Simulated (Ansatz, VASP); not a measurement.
# One calculation of Pd3Cl, two programs

INCAR

```
PREC     = Accurate       # precision mode
ENCUT    = 520            # plane-wave cutoff, eV
EDIFF    = 1E-7           # SCF threshold, eV
ISMEAR   = 0              # smearing method
SIGMA    = 0.1            # smearing width, eV
LREAL    = F              # projectors in reciprocal space
LASPH    = T              # aspherical terms in the spheres
NELM     = 60             # most SCF steps
ALGO     = Normal         # electronic algorithm
ISIF     = 2              # what is computed and relaxed
LWAVE    = F              # write WAVECAR
LCHARG   = F              # write CHGCAR
GGA      = PE             # functional
NBANDS   = 26             # bands
```

The input KPOINTS:

```
regular mesh
0
Gamma
  4 4 4
```

The input POSCAR:

```
Pd3Cl
1.0
    4.0633098240      0.0000000000      0.0000000000
    0.0000000000      4.0633098240      0.0000000000
    0.0000000000      0.0000000000      4.0633098240
Pd Cl
3 1
Direct
    0.0000000000      0.5000000000      0.5000000000
    0.5000000000      0.0000000000      0.5000000000
    0.5000000000      0.5000000000      0.0000000000
    0.0000000000      0.0000000000      0.0000000000
```

Input for Ansatz:

```yaml
crystal:
  lattice:
    - [4.063309824, 0.0, 0.0]
    - [0.0, 4.063309824, 0.0]
    - [0.0, 0.0, 4.063309824]
  atoms:
    - { symbol: Pd, position: [0.0, 0.5, 0.5] }
    - { symbol: Pd, position: [0.5, 0.0, 0.5] }
    - { symbol: Pd, position: [0.5, 0.5, 0.0] }
    - { symbol: Cl, position: [0.0, 0.0, 0.0] }
basis:
  ecutwfc: 420
kpoints:
  mp_grid: { grid: [4, 4, 4] }
hamiltonian:
  xc: pbe
scf:
  occupations: { method: gaussian, width: 0.1 }
  lower_state_search: "off"
output:
  forces: true
  stress: true
  eigenvalues: true
```

Alike in both runs: task single point; functional PBE; k mesh 4 × 4 × 4; occupations gaussian, width 0.1 eV; no spin polarisation.

|  | VASP | Ansatz |
| --- | --- | --- |
| version | VASP 6.6.1 | Ansatz 0.2.0 |
| potentials or method | VASP PAW PBE potentials, release 64 (Pd, Cl), cutoff 520 eV | scalar-relativistic, plane waves, PAW |
| valence electrons in the cell | 37 | 61 |

```csv
,VASP,Ansatz,Ansatz less VASP
gap on the k mesh at the Fermi level (eV),none,none,-
pressure (GPa),-1.9,-1.8,+0.10
```

A gap of «none» marks a metal or a gap that the smearing closes. VASP's potentials hold 37 valence electrons a cell and Ansatz's 61, so a difference there can come from the potentials and not from the codes.

The k mesh is coarse, so the values compare programs but aren't converged.
